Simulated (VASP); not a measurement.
Wanted: the native input for a VASP 6.6.1 run.

```yaml
Task: single point
Functional: PBE
Potentials_or_basis: VASP PAW PBE potentials, release 64 (Al, O)
Cutoff: 520 eV
k_mesh: 6 × 6 × 6
Occupations: gaussian, width 0.05 eV
Spin: no spin polarisation
Dipole_correction: no
Further_INCAR_settings: ALGO = Normal; EDIFF = 1e-06; NBANDS = 35
```

The structure of Al2O3 lies in POSCAR:

```
Al2O3
1.0
    2.4644632860      1.4228585415      4.1557586902
   -2.4644632860      1.4228585415      4.1557586902
    0.0000000000     -2.8457170833      4.1557586901
Al O
4 6
Direct
    0.8521479318      0.8521479318      0.8521479318
    0.6478520682      0.6478520682      0.6478520682
    0.1478520682      0.1478520682      0.1478520682
    0.3521479318      0.3521479318      0.3521479318
    0.0561765927      0.4438234073      0.7500000000
    0.7500000000      0.0561765927      0.4438234073
    0.4438234073      0.7500000000      0.0561765927
    0.9438234073      0.5561765927      0.2500000000
    0.2500000000      0.9438234073      0.5561765927
    0.5561765927      0.2500000000      0.9438234073
```

This cell differs from its parent crystal: strain +0.025 along x and y, -0.050 along z.

One way to write it, as run:

INCAR

```
PREC = Accurate
ENCUT = 520
EDIFF = 1E-6
ISMEAR = 0
SIGMA = 0.05
LREAL = False
LASPH = True
NELM = 60
ALGO = Normal
ISIF = 2
LWAVE = False
LCHARG = False
GGA = PE
NBANDS = 35
```

KPOINTS

```
regular mesh
0
Gamma
  6 6 6
```

Potentials or basis: VASP PAW PBE potentials, release 64 (Al, O).

Run with:

```console
$ cat potpaw_PBE.64/Al/POTCAR potpaw_PBE.64/O/POTCAR > POTCAR
$ mpirun -np 1 vasp_std > vasp.out
```

Results of the run:

| Quantity | Value |
| --- | --- |
| Pressure | -0.2 GPa |
| Largest force | 0.607 eV/Å |
| Band gap on the k mesh | 5.21 eV |

Caveat: the cell differs from its parent crystal (strain +0.025 along x and y, -0.050 along z).

Run time: 59 s on 1 thread of Intel(R) Xeon(R) 6975P-C (Granite Rapids), on a shared host, peak memory 0.25 GiB.
